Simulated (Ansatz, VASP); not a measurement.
SnO in VASP and in Ansatz

```
Sn O
1.0
     3.70116    0.00000    0.00000
     0.00000    3.70116    0.00000
     0.00000    0.00000    4.71662
Sn O
2 2
Direct
  0.50000 0.00000 0.23690
  0.00000 0.50000 0.76310
  0.00000 0.00000 0.00000
  0.50000 0.50000 0.00000
```

Alike in both runs: task single point; functional pbe exchange, lda correlation; k mesh 5 × 5 × 4; no spin polarisation.

|  | VASP | Ansatz |
| --- | --- | --- |
| version | VASP 6.6.1 | Ansatz 0.2.0 |
| potentials or method | VASP PAW PBE potentials, release 64 (Sn_d, O), cutoff 600 eV | plane waves, PAW |
| occupations | gaussian, width 0.01 eV | fixed |
| valence electrons in the cell | 40 | 40 |

```tsv
	VASP	Ansatz	Ansatz less VASP
pressure (GPa)	23.5	23.2	-0.30
traceless stress, the component that is largest in VASP (GPa)	-3.28	-3.31	-0.022
```

VASP's potentials were made for PBE, not for pbe exchange, lda correlation.
